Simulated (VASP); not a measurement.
# Rb (Fd-3m) in VASP: a series of runs, part 2 of 2

VASP 6.6.1. The steps go on from the part before.

**4. Relaxation of cell and atoms, PBE, target pressure 10 GPa, at which the enthalpy is minimised**

This run uses another cell than the first one, of 40.06 Å³/atom, 0.991 times its volume.

Contents of INCAR:

```
SYSTEM = Rb
PREC = Accurate
ENCUT = 600
EDIFF = 1E-6
ISMEAR = -1
SIGMA = 0.08
LREAL = .FALSE.
LASPH = .TRUE.
NELM = 100
ALGO = Normal
ISIF = 3
LWAVE = .FALSE.
LCHARG = .FALSE.
GGA = PE
IBRION = 2
NSW = 60
EDIFFG = -0.005
PSTRESS = 100.0
```

Contents of KPOINTS:

```
regular mesh
0
G
  9 9 9
  0 0 0
```

Contents of POSCAR:

```
Rb
1.0
    0.0000000000      3.4216226896      3.4216226896
    3.4216226896      0.0000000000      3.4216226896
    3.4216226896      3.4216226896      0.0000000000
Rb
2
Direct
   -0.1250000000     -0.1250000000     -0.1250000000
    0.1250000000      0.1250000000      0.1250000000
```

Potentials or basis: VASP PAW PBE potentials, release 64 (Rb_sv).

Command:

```
$ cat potpaw_PBE.64/Rb_sv/POTCAR > POTCAR
$ mpirun -np 1 vasp_std > vasp.out
```

OUTCAR:

```text
SYSTEM = Rb
   PREC = Accurate
   ENCUT = 600
   EDIFF = 1E-6
   ISMEAR = -1
   LREAL = .FALSE.
   LASPH = .TRUE.
   NELM = 100
   ISIF = 3
   GGA = PE
   IBRION = 2
   NSW = 60
   EDIFFG = -0.005
   PSTRESS = 100.0

 ion  position               nearest neighbor table
   1  0.875  0.875  0.875-   2 2.96   2 2.96   2 2.96   2 2.96   2 5.67   2 5.67   2 5.67   2 5.67
                             2 5.67   2 5.67   2 5.67   2 5.67   2 5.67   2 5.67   2 5.67   2 5.67
   2  0.125  0.125  0.125-   1 2.96   1 2.96   1 2.96   1 2.96   1 5.67   1 5.67   1 5.67   1 5.67
                             1 5.67   1 5.67   1 5.67   1 5.67   1 5.67   1 5.67   1 5.67   1 5.67

  LATTYP: Found a face centered cubic cell.
 ALAT       =     6.8432453792

  Lattice vectors:

 A1 = (   0.0000000000,   3.4216226896,   3.4216226896)
 A2 = (   3.4216226896,   0.0000000000,   3.4216226896)
 A3 = (   3.4216226896,   3.4216226896,   0.0000000000)

Analysis of symmetry for initial positions (statically):
=====================================================================
 Subroutine PRICEL returns:
 Original cell was already a primitive cell.

 Routine SETGRP: Setting up the symmetry group for a
 face centered cubic supercell.

 Subroutine GETGRP returns: Found 48 space group operations
 (whereof 12 operations were pure point group operations)
 out of a pool of 48 trial point group operations.

The static configuration has the point symmetry D_3d.
 The point group associated with its full space group is O_h .

Analysis of symmetry for dynamics (positions and initial velocities):
=====================================================================
 Subroutine PRICEL returns:
 Original cell was already a primitive cell.

 Routine SETGRP: Setting up the symmetry group for a
 face centered cubic supercell.

 Subroutine GETGRP returns: Found 48 space group operations
 (whereof 12 operations were pure point group operations)
 out of a pool of 48 trial point group operations.

The dynamic configuration has the point symmetry D_3d.
 The point group associated with its full space group is O_h .

 Subroutine INISYM returns: Found 48 space group operations
 (whereof 12 operations are pure point group operations),
 and found     1 'primitive' translations

----------------------------------------------------------------------------------------

                                     Primitive cell

  volume of cell :      80.1173

  direct lattice vectors                    reciprocal lattice vectors
     0.000000000  3.421622690  3.421622690    -0.146129496  0.146129496  0.146129496
     3.421622690  0.000000000  3.421622690     0.146129496 -0.146129496  0.146129496
     3.421622690  3.421622690  0.000000000     0.146129496  0.146129496 -0.146129496

  length of vectors
     4.838905213  4.838905213  4.838905213     0.253103712  0.253103712  0.253103712

  position of ions in fractional coordinates (direct lattice)
     0.875000000  0.875000000  0.875000000
     0.125000000  0.125000000  0.125000000

  ion indices of the primitive-cell ions
   primitive index   ion index
                 1           1
                 2           2

----------------------------------------------------------------------------------------

 KPOINTS: regular mesh

Automatic generation of k-mesh.
 Grid dimensions read from file:
 generate k-points for:    9    9    9
[... 51 lines left out ...]
   ions per type =               2
   NGX,Y,Z   is equivalent  to a cutoff of  13.74, 13.74, 13.74 a.u.
   NGXF,Y,Z  is equivalent  to a cutoff of  27.48, 27.48, 27.48 a.u.
 SYSTEM =  Rb
   PREC   = accura    normal or accurate (medium, high low for compatibility)
   ISTART =      0    job   : 0-new  1-cont  2-samecut
   ICHARG =      2    charge: 1-file 2-atom 10-const
   ISPIN  =      1    spin polarized calculation?
   LNONCOLLINEAR =      F non collinear calculations
   LSORBIT =      F    spin-orbit coupling
   LASPH  =      T    aspherical Exc in radial PAW
   ENCUT  =  600.0 eV  44.10 Ry    6.64 a.u.   9.66  9.66  9.66*2*pi/ulx,y,z
   NELM   =    100;   NELMIN=  2; NELMDL= -5     # of ELM steps
   EDIFF  = 0.1E-05   stopping-criterion for ELM
   LREAL  =      F    real-space projection
   EDIFFG = -.5E-02   stopping-criterion for IOM
   NSW    =     60    number of steps for IOM
   IBRION =      2    ionic relax: 0-MD 1-quasi-New 2-CG
   NFREE  =      1    steps in history (QN), initial steepest desc. (CG)
   ISIF   =      3    stress and relaxation
   ISYM   =      2    0-nonsym 1-usesym 2-fastsym
   POTIM  = 0.5000    time-step for ionic-motion
   TEBEG  =    0.0;   TEEND  =   0.0 temperature during run
   PSTRESS=  100.0 pullay stress
   NELECT =      18.0000    total number of electrons
   NUPDOWN=      -1.0000    fix difference up-down
   EMIN   =  10.00;   EMAX   =-10.00  energy-range for DOS
   EFERMI =   0.00;   METHOD = LEGACY
   ISMEAR =    -1;   SIGMA  =   0.08  broadening in eV -4-tet -1-fermi 0-gaus
   EFERMI_NEDOS =   21; number of points for ismear=-14 and -15
   IALGO  =     38    algorithm
   IMIX   =      4    mixing-type and parameters
     AMIX     =   0.40;   BMIX     =  1.00
     AMIX_MAG =   1.60;   BMIX_MAG =  1.00
  volume/ion in A,a.u.               =      40.06       270.33
  Fermi-wavevector in a.u.,A,eV,Ry     =   0.995230  1.880712 13.476342  0.990483
  Thomas-Fermi vector in A             =   2.127236
   LORBIT       =      0    0 simple, 1 ext, 2 COOP (PROOUT), +10 PAW based schemes
   GGA     = PE    functional components
   LHFCALC =     F    Hartree Fock is set to
   AEXX    =    0.0000 exact exchange contribution
   IVDW    =     0    specifies the selected vdW correction
   LEPSILON=     F    determine dielectric tensor
   LRPA    =     F    only Hartree local field effects (RPA)
 conjugate gradient relaxation of ions
 non-spin polarized calculation
  energy-cutoff  :      600.00
  volume of cell :       80.12
 maximum number of plane-waves:      2701
   NGX = 19   NGY = 19   NGZ = 19

--------------------------------------- Ionic step        1  -------------------------------------------

 number of electron      18.0000000 magnetization

 Free energy of the ion-electron system (eV)
  ---------------------------------------------------
  ext. energy  EPLUGINS =         0.00000000
  ---------------------------------------------------
  free energy    TOTEN  =         0.91540724 eV

  energy without entropy =        0.97031483  energy(sigma->0) =        0.94286103

------------------------ aborting loop because EDIFF is reached ----------------------------------------

  FORCE on cell =-STRESS in cart. coord.  units (eV):
  Direction    XX          YY          ZZ          XY          YZ          ZX
  --------------------------------------------------------------------------------------
  -------------------------------------------------------------------------------------
  Total        5.2180594      5.2180594      5.2180594      0.0000000     -0.0000000      0.0000000
  in kB      104.3501924    104.3501924    104.3501924      0.0000000     -0.0000000      0.0000000
  external PRESSURE =       4.3501924 kB  Pullay stress =     100.0000000 kB
[... 63 lines left out ...]
--------------------------------------- Ionic step        3  -------------------------------------------

 number of electron      18.0000000 magnetization

 Free energy of the ion-electron system (eV)
  ---------------------------------------------------
  ext. energy  EPLUGINS =         0.00000000
  ---------------------------------------------------
  free energy    TOTEN  =         0.84677554 eV

  energy without entropy =        0.90087395  energy(sigma->0) =        0.87382475

 E-fermi :   2.3620     XC(G=0):  -7.8417

 val. band max:        2.3521294594   @ k =  -0.4444   0.1111   0.0000
 cond. band min:       2.4168237284   @ k =   0.4444   0.3333   0.0000
 fundamental gap:      0.0646942690
 Fermi energy:         2.3620080477

 k-point     1 :       0.0000    0.0000    0.0000
  band No.  band energies     occupation
      1     -27.6183      2.00000
      2     -26.6196      2.00000
      3     -11.9937      2.00000
      4     -11.9937      2.00000
      5     -11.9937      2.00000
      6     -10.5955      2.00000
      7     -10.5955      2.00000
      8     -10.5955      2.00000
      9      -0.0009      2.00000
     10       4.4512      0.00000
     11       4.4512      0.00000
     12       5.6326      0.00000
     13       5.6326      0.00000
[... 354 lines left out ...]
  band No.  band energies     occupation
      1     -27.2236      2.00000
      2     -27.0509      2.00000
      3     -12.4195      2.00000
      4     -12.4195      2.00000
      5     -11.4421      2.00000
      6     -11.2190      2.00000
      7     -10.0618      2.00000
      8     -10.0618      2.00000
      9       2.2518      1.59709
     10       2.2974      1.38340
     11       5.1561      0.00000
     12       5.7821      0.00000
     13       5.7821      0.00000

 [... further k-points ...]
[... 5 lines left out ...]
  --------------------------------------------------------------------------------------
  -------------------------------------------------------------------------------------
  Total        5.0677236      5.0677236      5.0677236      0.0000000     -0.0000000      0.0000000
  in kB      100.0002709    100.0002709    100.0002709      0.0000000     -0.0000000      0.0000000
  external PRESSURE =       0.0002709 kB  Pullay stress =     100.0000000 kB
[... 21 lines left out ...]
  energy  without entropy=        0.9008739512  energy(sigma->0) =        0.87382475

  enthalpy is  TOTEN    =         5.9144854492 eV   P V=        5.0677099077

 reached required accuracy - stopping structural energy minimisation
```

It took 2.5 min on 1 thread of AMD EPYC 7R43 (Zen 3), shared host; peak memory 0.22 GiB.

What came out:

```
Free energy                                            : 0.8468 eV
Relaxed volume                                         : 40.60 Å³/atom
Relaxed cell                                           : a = 4.860 Å, b = 4.860 Å, c = 4.860 Å, α = 60.00°, β = 60.00°, γ = 60.00°
Space group after relaxing (to 0.05 Å)                 : Fd-3m (No. 227)
Energy change on relaxing (the enthalpy is what falls) : -34.3 meV/atom
Ionic steps                                            : 3
Pressure after relaxing                                : 10.0 GPa
Band gap on the k mesh                                 : zero (band 9 reaches 2.35 eV, above the bottom of band 10 at 2.30 eV)
```

Step by step:
```csv
step,energy change (eV),largest force (eV/Å),pressure (GPa),volume (Å³)
1,0.0000,0.0000,10.44,80.12
2,-0.0805,0.0000,9.93,81.39
3,-0.0686,0.0000,10.00,81.19
```

Final structure:
```yaml
crystal:
  lattice:
    - [0.00000, 3.43688, 3.43688]
    - [3.43688, 0.00000, 3.43688]
    - [3.43688, 3.43688, 0.00000]
  atoms:
    - { symbol: Rb, position: [0.87500, 0.87500, 0.87500] }
    - { symbol: Rb, position: [0.12500, 0.12500, 0.12500] }
```

Levels at points of the mesh, in eV from the Fermi level:
| k point | band 6 | band 7 | band 8 | band 9 | band 10 | band 11 | band 12 | band 13 |
| --- | --- | --- | --- | --- | --- | --- | --- | --- |
| (0.00, 0.00, 0.00) | -12.96 | -12.96 | -12.96 | -2.36 | 2.09 | 2.09 | 3.27 | 3.27 |

Caveat: the cell is relaxed towards a set pressure, so the enthalpy falls and the energy may rise.

**5. Relaxation of cell and atoms, PBE, target pressure 10 GPa, at which the enthalpy is minimised**

Contents of INCAR:

```
  PREC = Accurate
  ENCUT = 600
  EDIFF = 1E-6
  ISMEAR = -1
  SIGMA = 0.08
  LREAL = False
  LASPH = True
  NELM = 100
  ALGO = Normal
  ISIF = 3
  LWAVE = False
  LCHARG = False
  GGA = PE
  IBRION = 2
  NSW = 32
  EDIFFG = -0.005
  PSTRESS = 100.0
```

Contents of KPOINTS:

```
Automatic mesh
0
Gamma
  9 9 9
```

Contents of POSCAR:

```
Rb
1.0
    0.0000000000      3.4318857484      3.4318857484
    3.4318857484      0.0000000000      3.4318857484
    3.4318857484      3.4318857484      0.0000000000
Rb
2
Direct
   -0.1250000000     -0.1250000000     -0.1250000000
    0.1250000000      0.1250000000      0.1250000000
```

Potentials or basis: VASP PAW PBE potentials, release 64 (Rb_sv).

Command:

```
$ cat potpaw_PBE.64/Rb_sv/POTCAR > POTCAR
$ mpirun -np 1 vasp_std > vasp.out
```

OUTCAR:

```text
PREC = Accurate
   ENCUT = 600
   EDIFF = 1E-6
   ISMEAR = -1
   LREAL = False
   LASPH = True
   NELM = 100
   ISIF = 3
   GGA = PE
   IBRION = 2
   NSW = 32
   EDIFFG = -0.005
   PSTRESS = 100.0

 ion  position               nearest neighbor table
   1  0.875  0.875  0.875-   2 2.97   2 2.97   2 2.97   2 2.97   2 5.69   2 5.69   2 5.69   2 5.69
                             2 5.69   2 5.69   2 5.69   2 5.69   2 5.69   2 5.69   2 5.69   2 5.69
   2  0.125  0.125  0.125-   1 2.97   1 2.97   1 2.97   1 2.97   1 5.69   1 5.69   1 5.69   1 5.69
                             1 5.69   1 5.69   1 5.69   1 5.69   1 5.69   1 5.69   1 5.69   1 5.69

  LATTYP: Found a face centered cubic cell.
 ALAT       =     6.8637714968

  Lattice vectors:

 A1 = (   0.0000000000,   3.4318857484,   3.4318857484)
 A2 = (   3.4318857484,   0.0000000000,   3.4318857484)
 A3 = (   3.4318857484,   3.4318857484,   0.0000000000)

Analysis of symmetry for initial positions (statically):
=====================================================================
 Subroutine PRICEL returns:
 Original cell was already a primitive cell.

 Routine SETGRP: Setting up the symmetry group for a
[... 178 lines left out ...]
  Total        5.1138728      5.1138728      5.1138728      0.0000000      0.0000000     -0.0000000
  in kB      101.3519341    101.3519341    101.3519341      0.0000000      0.0000000     -0.0000000
  external PRESSURE =       1.3519341 kB  Pullay stress =     100.0000000 kB
[... 63 lines left out ...]
--------------------------------------- Ionic step        3  -------------------------------------------

 number of electron      18.0000000 magnetization

 Free energy of the ion-electron system (eV)
  ---------------------------------------------------
  ext. energy  EPLUGINS =         0.00000000
  ---------------------------------------------------
  free energy    TOTEN  =         0.84802110 eV

  energy without entropy =        0.90213597  energy(sigma->0) =        0.87507854

 E-fermi :   2.3628     XC(G=0):  -7.8426

 val. band max:        2.3531765132   @ k =  -0.4444   0.1111   0.0000
 cond. band min:       2.4174953401   @ k =   0.4444   0.3333   0.0000
 fundamental gap:      0.0643188269
 Fermi energy:         2.3628443462

 k-point     1 :       0.0000    0.0000    0.0000
  band No.  band energies     occupation
      1     -27.6174      2.00000
      2     -26.6181      2.00000
      3     -11.9930      2.00000
      4     -11.9930      2.00000
      5     -11.9930      2.00000
      6     -10.5942      2.00000
      7     -10.5942      2.00000
      8     -10.5942      2.00000
      9       0.0003      2.00000
     10       4.4520      0.00000
     11       4.4520      0.00000
     12       5.6339      0.00000
     13       5.6339      0.00000
[... 354 lines left out ...]
  band No.  band energies     occupation
      1     -27.2225      2.00000
      2     -27.0497      2.00000
      3     -12.4190      2.00000
      4     -12.4190      2.00000
      5     -11.4411      2.00000
      6     -11.2180      2.00000
      7     -10.0602      2.00000
      8     -10.0602      2.00000
      9       2.2528      1.59664
     10       2.2981      1.38414
     11       5.1584      0.00000
     12       5.7832      0.00000
     13       5.7832      0.00000

 [... further k-points ...]
[... 5 lines left out ...]
  --------------------------------------------------------------------------------------
  -------------------------------------------------------------------------------------
  Total        5.0721796      5.0721796      5.0721796     -0.0000000      0.0000000      0.0000000
  in kB      100.1129744    100.1129744    100.1129744     -0.0000000      0.0000000      0.0000000
  external PRESSURE =       0.1129744 kB  Pullay stress =     100.0000000 kB
[... 21 lines left out ...]
  energy  without entropy=        0.9021359702  energy(sigma->0) =        0.87507854

  enthalpy is  TOTEN    =         5.9144768635 eV   P V=        5.0664557620

 reached required accuracy - stopping structural energy minimisation
```

OSZICAR:

```text
N       E                     dE             d eps       ncg     rms          rms(c)
DAV:   1     0.111680431736E+03    0.11168E+03   -0.87680E+03   910   0.131E+03
DAV:   2     0.849161011549E+01   -0.10319E+03   -0.10042E+03  1216   0.237E+02
DAV:   3     0.118130195762E+01   -0.73103E+01   -0.72728E+01  1295   0.619E+01
DAV:   4     0.798954846927E+00   -0.38235E+00   -0.38226E+00  1447   0.101E+01
[... 18 lines left out ...]
       N       E                     dE             d eps       ncg     rms          rms(c)
DAV:   1     0.847952405974E+00    0.40811E-02   -0.14932E-03  1180   0.273E-01    0.406E-02
DAV:   2     0.848003633915E+00    0.51228E-04   -0.12890E-04  1368   0.798E-02    0.210E-02
DAV:   3     0.848021959528E+00    0.18326E-04   -0.98815E-05  1519   0.592E-02    0.450E-03
DAV:   4     0.848021101480E+00   -0.85805E-06   -0.38478E-06  1113   0.126E-02
   3 F= 0.59144769E+01 E0= 0.59415343E+01  d E =-.146865E-03
```

Wall time 2.4 min (1 thread of AMD EPYC 7R43 (Zen 3), shared host); peak memory 0.22 GiB.

Results:

```yaml
Free_energy: 0.8480 eV
Relaxed_volume: 40.59 Å³/atom
Relaxed_cell: a = 4.860 Å, b = 4.860 Å, c = 4.860 Å, α = 60.00°, β = 60.00°, γ = 60.00°
Space_group_after_relaxing_to_0.05_Å: Fd-3m (No. 227)
Energy_change_on_relaxing_the_enthalpy_is_what_falls: -10.5 meV/atom
Ionic_steps: 3
Pressure_after_relaxing: 10.0 GPa
Band_gap_on_the_k_mesh: zero (band 9 reaches 2.35 eV, above the bottom of band 10 at 2.30 eV)
```

Step by step:
```
step  energy change (eV)  largest force (eV/Å)  pressure (GPa)  volume (Å³)
   1              0.0000                0.0000           10.14        80.84
   2             -0.0251                0.0000            9.96        81.24
   3             -0.0209                0.0000           10.01        81.17
```

Final structure:
```yaml
crystal:
  lattice:
    - [0.00000, 3.43659, 3.43659]
    - [3.43659, 0.00000, 3.43659]
    - [3.43659, 3.43659, 0.00000]
  atoms:
    - { symbol: Rb, position: [0.87500, 0.87500, 0.87500] }
    - { symbol: Rb, position: [0.12500, 0.12500, 0.12500] }
```

Levels at points of the mesh, in eV from the Fermi level:
```tsv
k point	band 5	band 6	band 7	band 8	band 9	band 10	band 11	band 12	band 13
(0.00, 0.00, 0.00)	-14.36	-12.96	-12.96	-12.96	-2.36	2.09	2.09	3.27	3.27
```

Caveat: the cell is relaxed towards a set pressure, so the enthalpy falls and the energy may rise.

**6. Summary**

```tsv
task	cell	cutoff (eV)	gap on the mesh (eV)	pressure (GPa)
single point	a = 4.853 Å, angles 60.0°, 2 atoms	520	none	10.1
relaxation of cell and atoms	relaxed to 10 GPa from a = 4.839 Å, angles 60.0°, 2 atoms	600	none	10.0
relaxation of cell and atoms	relaxed to 10 GPa from a = 4.853 Å, angles 60.0°, 2 atoms	600	none	10.0
```

Alike in all rows: level PBE; potentials or basis VASP PAW PBE potentials, release 64 (Rb_sv); no spin polarisation; k mesh 9 × 9 × 9; smearing fermi-dirac 0.08 eV.

Caveats: the cell is relaxed towards a set pressure, so the enthalpy falls and the energy may rise (some runs).

Total energies depend on the potentials used, so only differences within one code and one set of settings carry meaning.
